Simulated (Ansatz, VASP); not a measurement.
**One calculation of SiNi, two programs**

```
Ni Si
1.0
     4.50369    0.00000    0.00000
     0.00000    4.50369    0.00000
     0.00000    0.00000    4.50369
Ni Si
4 4
Direct
  0.14950 0.14950 0.14950
  0.64950 0.35050 0.85050
  0.85050 0.64950 0.35050
  0.35050 0.85050 0.64950
  0.84683 0.84683 0.84683
  0.34683 0.65317 0.15317
  0.15317 0.34683 0.65317
  0.65317 0.15317 0.34683
```

Alike in both runs: task relaxation of cell and atoms; functional RPBE; dispersion D3(BJ); k mesh 6 × 6 × 6; occupations fermi-dirac, width 0.05 eV; collinear spin.

|  | VASP | Ansatz |
| --- | --- | --- |
| version | VASP 6.6.1 | Ansatz 0.2.0 |
| potentials or method | VASP PAW PBE potentials, release 64 (Ni, Si) | Ansatz PAW |
| plane-wave cutoff (eV) | 600 | 420 |
| valence electrons in the cell | 56 | 88 |

|  | VASP | Ansatz | Ansatz less VASP |
| --- | --- | --- | --- |
| gap on the k mesh at the Fermi level, each at its own relaxed structure (eV) | none | none | - |
| net moment per atom (μB) | 0.00 | 0.00 | 0.000 |
| relaxed volume (Å³/atom) | 9.93 | 9.95 | +0.018 |
| relaxed length of the cell vector where the two differ most in proportion (Å) | 4.299 | 4.302 | +0.0026 |

VASP's potentials were made for PBE, not for RPBE. A gap of «none» marks a metal or a gap that the smearing closes. VASP's potentials hold 56 valence electrons a cell and Ansatz's 88, so a difference there can come from the potentials and not from the codes.

Noted on Ansatz's run: the plane-wave basis is chosen anew once the cell has moved, so the energies of steps on either side of that aren't comparable.
